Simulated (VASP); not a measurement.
# Al (P6_3/mmc) in VASP: a series of runs, part 2 of 2

VASP 6.6.1. The steps go on from the part before.

## (3) Single point, PBE+D3(BJ)

This run uses another cell than the first one, of 17.14 Å³/atom.

Input file INCAR:

```
PREC = Accurate ; ENCUT = 520
EDIFF = 1E-6 ; ISMEAR = 0
SIGMA = 0.15 ; LREAL = False
LASPH = True ; NELM = 60
ALGO = Normal ; ISIF = 2
LWAVE = False ; LCHARG = False
GGA = PE ; IVDW = 12
NBANDS = 14
```

Input file KPOINTS:

```
Automatic mesh
0
Gamma
  18 18 4
```

Input file POSCAR:

```
Al
1.0
    2.9269991555      0.0000000000      0.0000000000
   -1.4634995778      2.5348556255      0.0000000000
    0.0000000000      0.0000000000      9.2410470711
Al
4
Direct
    0.0000000000      0.0000000000      0.0000000000
    0.3333333333      0.6666666667      0.2500000000
    0.0000000000      0.0000000000      0.5000000000
    0.6666666667      0.3333333333      0.7500000000
```

Potentials or basis: VASP PAW PBE potentials, release 64 (Al).

Run with:

```sh
$ cat potpaw_PBE.64/Al/POTCAR > POTCAR
$ mpirun -np 1 vasp_std > vasp.out
```

OUTCAR:

```text
PREC = Accurate
   ENCUT = 520
   EDIFF = 1E-6
   ISMEAR = 0
   LREAL = False
   LASPH = True
   NELM = 60
   ISIF = 2
   GGA = PE
   IVDW = 12
 IVDW          = 12

 ion  position               nearest neighbor table
   1  0.000  0.000  0.000-   2 2.86   4 2.86   4 2.86   2 2.86   4 2.86   2 2.86
   2  0.333  0.667  0.250-   1 2.86   3 2.86   1 2.86   3 2.86   1 2.86   3 2.86
   3  0.000  0.000  0.500-   2 2.86   4 2.86   4 2.86   2 2.86   4 2.86   2 2.86
   4  0.667  0.333  0.750-   1 2.86   3 2.86   1 2.86   3 2.86   1 2.86   3 2.86

  LATTYP: Found a hexagonal cell.
 ALAT       =     2.9269991555
 C/A-ratio  =     3.1571744917

  Lattice vectors:

 A1 = (   2.9269991555,   0.0000000000,   0.0000000000)
 A2 = (  -1.4634995778,   2.5348556255,   0.0000000000)
 A3 = (   0.0000000000,   0.0000000000,   9.2410470711)

Analysis of symmetry for initial positions (statically):
=====================================================================
 Subroutine PRICEL returns:
 Original cell was already a primitive cell.

 Routine SETGRP: Setting up the symmetry group for a
 hexagonal supercell.

 Subroutine GETGRP returns: Found 24 space group operations
 (whereof 12 operations were pure point group operations)
 out of a pool of 24 trial point group operations.

The static configuration has the point symmetry D_3d.
 The point group associated with its full space group is D_6h.

Analysis of symmetry for dynamics (positions and initial velocities):
=====================================================================
 Subroutine PRICEL returns:
 Original cell was already a primitive cell.

 Routine SETGRP: Setting up the symmetry group for a
 hexagonal supercell.

 Subroutine GETGRP returns: Found 24 space group operations
 (whereof 12 operations were pure point group operations)
 out of a pool of 24 trial point group operations.

The dynamic configuration has the point symmetry D_3d.
 The point group associated with its full space group is D_6h.

 Subroutine INISYM returns: Found 24 space group operations
 (whereof 12 operations are pure point group operations),
 and found     1 'primitive' translations

----------------------------------------------------------------------------------------

                                     Primitive cell

  volume of cell :      68.5641

  direct lattice vectors                    reciprocal lattice vectors
     2.926999155  0.000000000  0.000000000     0.341646836  0.197249893  0.000000000
    -1.463499578  2.534855626  0.000000000     0.000000000  0.394499785  0.000000000
     0.000000000  0.000000000  9.241047071     0.000000000  0.000000000  0.108212846

  length of vectors
     2.926999155  2.926999156  9.241047071     0.394499785  0.394499785  0.108212846

  position of ions in fractional coordinates (direct lattice)
     0.000000000  0.000000000  0.000000000
     0.333333333  0.666666667  0.250000000
     0.000000000  0.000000000  0.500000000
     0.666666667  0.333333333  0.750000000

  ion indices of the primitive-cell ions
   primitive index   ion index
                 1           1
                 2           2
                 3           3
[... 56 lines left out ...]
   number of dos      NEDOS =    301   number of ions     NIONS =      4
   total plane-waves  NPLWV =  40320
   dimension x,y,z NGX =    24 NGY =   24 NGZ =   70
   dimension x,y,z NGXF=    48 NGYF=   48 NGZF=  140
   ions per type =               4
   NGX,Y,Z   is equivalent  to a cutoff of  13.63, 13.63, 12.59 a.u.
   NGXF,Y,Z  is equivalent  to a cutoff of  27.26, 27.26, 25.19 a.u.
 SYSTEM =  unknown system
   PREC   = accura    normal or accurate (medium, high low for compatibility)
   ISTART =      0    job   : 0-new  1-cont  2-samecut
   ICHARG =      2    charge: 1-file 2-atom 10-const
   ISPIN  =      1    spin polarized calculation?
   LNONCOLLINEAR =      F non collinear calculations
   LSORBIT =      F    spin-orbit coupling
   LASPH  =      T    aspherical Exc in radial PAW
   ENCUT  =  520.0 eV  38.22 Ry    6.18 a.u.   5.44  5.44 17.18*2*pi/ulx,y,z
   NELM   =     60;   NELMIN=  2; NELMDL= -5     # of ELM steps
   EDIFF  = 0.1E-05   stopping-criterion for ELM
   LREAL  =      F    real-space projection
   EDIFFG = 0.1E-04   stopping-criterion for IOM
   NSW    =      0    number of steps for IOM
   IBRION =     -1    ionic relax: 0-MD 1-quasi-New 2-CG
   NFREE  =      0    steps in history (QN), initial steepest desc. (CG)
   ISIF   =      2    stress and relaxation
   ISYM   =      2    0-nonsym 1-usesym 2-fastsym
   POTIM  = 0.5000    time-step for ionic-motion
   TEBEG  =    0.0;   TEEND  =   0.0 temperature during run
   PSTRESS=    0.0 pullay stress
   NELECT =      12.0000    total number of electrons
   NUPDOWN=      -1.0000    fix difference up-down
   EMIN   =  10.00;   EMAX   =-10.00  energy-range for DOS
   EFERMI =   0.00;   METHOD = LEGACY
   ISMEAR =     0;   SIGMA  =   0.15  broadening in eV -4-tet -1-fermi 0-gaus
   EFERMI_NEDOS =   21; number of points for ismear=-14 and -15
   IALGO  =     38    algorithm
   IMIX   =      4    mixing-type and parameters
     AMIX     =   0.40;   BMIX     =  1.00
     AMIX_MAG =   1.60;   BMIX_MAG =  1.00
  volume/ion in A,a.u.               =      17.14       115.67
  Fermi-wavevector in a.u.,A,eV,Ry     =   0.915735  1.730487 11.409433  0.838570
  Thomas-Fermi vector in A             =   2.040510
   LORBIT       =      0    0 simple, 1 ext, 2 COOP (PROOUT), +10 PAW based schemes
   GGA     = PE    functional components
   LHFCALC =     F    Hartree Fock is set to
   AEXX    =    0.0000 exact exchange contribution
   IVDW    =    12    specifies the selected vdW correction
   LEPSILON=     F    determine dielectric tensor
   LRPA    =     F    only Hartree local field effects (RPA)
 non-spin polarized calculation
 Gauss-broadening in eV      SIGMA  =   0.15
  energy-cutoff  :      520.00
  volume of cell :       68.56
 maximum number of plane-waves:      1907
 NGX is ok and might be reduce to    24
   NGX = 11   NGY = 11   NGZ = 35

 number of electron      12.0000000 magnetization

 Free energy of the ion-electron system (eV)
  ---------------------------------------------------
  ext. energy  EPLUGINS =         0.00000000
  ---------------------------------------------------
  free energy    TOTEN  =       -14.90818637 eV

  energy without entropy =      -14.88923152  energy(sigma->0) =      -14.89870894

 E-fermi :   7.5961     XC(G=0): -10.0598

 val. band max:        7.5935733837   @ k =   0.3333   0.1667   0.0000
 cond. band min:       7.6139764302   @ k =   0.4444   0.0000   0.0000
 fundamental gap:      0.0204030465
 Fermi energy:         7.5961074285

 k-point     1 :       0.0000    0.0000    0.0000
  band No.  band energies     occupation
      1      -3.2679      2.00000
      2      -1.5453      2.00000
      3      -1.5425      2.00000
      4       3.3461      2.00000
      5       3.6914      2.00000
      6      11.5918      0.00000
      7      11.6092      0.00000
      8      17.4414      0.00000
      9      17.4414      0.00000
     10      17.7301      0.00000
     11      17.7301      0.00000
     12      18.8654      0.00000
     13      18.8665      0.00000
     14      19.0174      0.00000
[... 377 lines left out ...]
      1       1.4168      2.00000
      2       3.0596      2.00000
      3       3.0804      2.00000
      4       3.8754      2.00000
      5       5.5144      2.00000
      6       5.5719      2.00000
      7       7.8052      0.04874
      8       8.2967      0.00000
      9       9.8033      0.00000
     10      10.1447      0.00000
     11      10.9147      0.00000
     12      11.6226      0.00000
     13      11.7589      0.00000
     14      15.6691      0.00000

 [... further k-points ...]

------------------------ aborting loop because EDIFF is reached ----------------------------------------

 Edisp (eV)   -1.29305

 E8    (eV) :    -0.5779

  FORCE on cell =-STRESS in cart. coord.  units (eV):
  Direction    XX          YY          ZZ          XY          YZ          ZX
  --------------------------------------------------------------------------------------
  -------------------------------------------------------------------------------------
  Total      -2.66765    -2.66765    -1.78421     0.00000     0.00000     0.00000
  in kB     -62.33648   -62.33648   -41.69276     0.00000     0.00000     0.00000
  external pressure =      -55.46 kB  Pullay stress =        0.00 kB

 VOLUME and BASIS-vectors are now :
 -----------------------------------------------------------------------------
  energy-cutoff  :      520.00
  volume of cell :       68.56
      direct lattice vectors                 reciprocal lattice vectors
     2.926999155  0.000000000  0.000000000     0.341646836  0.197249893  0.000000000
    -1.463499578  2.534855626  0.000000000     0.000000000  0.394499785  0.000000000
     0.000000000  0.000000000  9.241047071     0.000000000  0.000000000  0.108212846

 POSITION                                       TOTAL-FORCE (eV/Angst)
 -----------------------------------------------------------------------------------
      0.00000      0.00000      0.00000        -0.000000      0.000000     -0.000000
     -0.00000      1.68990      2.31026         0.000000     -0.000000      0.000000
      0.00000      0.00000      4.62052        -0.000000      0.000000     -0.000000
      1.46350      0.84495      6.93079        -0.000000      0.000000     -0.000000
 -----------------------------------------------------------------------------------
    total drift:                               -0.000000      0.000000      0.000000

  FREE ENERGIE OF THE ION-ELECTRON SYSTEM (eV)
  ---------------------------------------------------
  free  energy   TOTEN  =       -16.2012342441 eV

  energy  without entropy=      -16.1822793915  energy(sigma->0) =      -16.19175682
```

OSZICAR:

```text
N       E                     dE             d eps       ncg     rms          rms(c)
DAV:   1     0.528911687219E+01    0.52891E+01   -0.40502E+03  3108   0.651E+02
DAV:   2    -0.143434081103E+02   -0.19633E+02   -0.18066E+02  4074   0.857E+01
DAV:   3    -0.149947492970E+02   -0.65134E+00   -0.64332E+00  4088   0.127E+01
DAV:   4    -0.149996471874E+02   -0.48979E-02   -0.48881E-02  3766   0.135E+00
DAV:   5    -0.149997027853E+02   -0.55598E-04   -0.55596E-04  4140   0.151E-01    0.247E+00
DAV:   6    -0.149464753724E+02    0.53227E-01   -0.68107E-03  3638   0.470E-01    0.143E+00
DAV:   7    -0.149085999015E+02    0.37875E-01   -0.17442E-02  3594   0.705E-01    0.214E-01
DAV:   8    -0.149081973098E+02    0.40259E-03   -0.25385E-04  4292   0.841E-02    0.173E-02
DAV:   9    -0.149081888268E+02    0.84831E-05   -0.89368E-06  3892   0.146E-02    0.307E-03
DAV:  10    -0.149081877465E+02    0.10803E-05   -0.22842E-07  2612   0.320E-03    0.148E-03
DAV:  11    -0.149081866311E+02    0.11154E-05   -0.21285E-08  2202   0.946E-04    0.550E-04
DAV:  12    -0.149081863690E+02    0.26203E-06   -0.36579E-09  2010   0.378E-04
   1 F= -.16201234E+02 E0= -.16191757E+02  d E =-.189549E-01
```

Wall time 2.3 min (1 thread of Intel Xeon 8259CL, shared host); peak memory 0.24 GiB.

Results:

| Item | Value |
| --- | --- |
| Free energy | -16.2012 eV |
| Pressure | -5.5 GPa |
| Band gap on the k mesh | zero (bands 6 and 7 overlap by 5.87 eV) |
| Dispersion energy per atom | -0.323 eV |

Caveat: the cell stands under tension.

The gap in the log of VASP goes by the Fermi energy; the results here count the filled bands.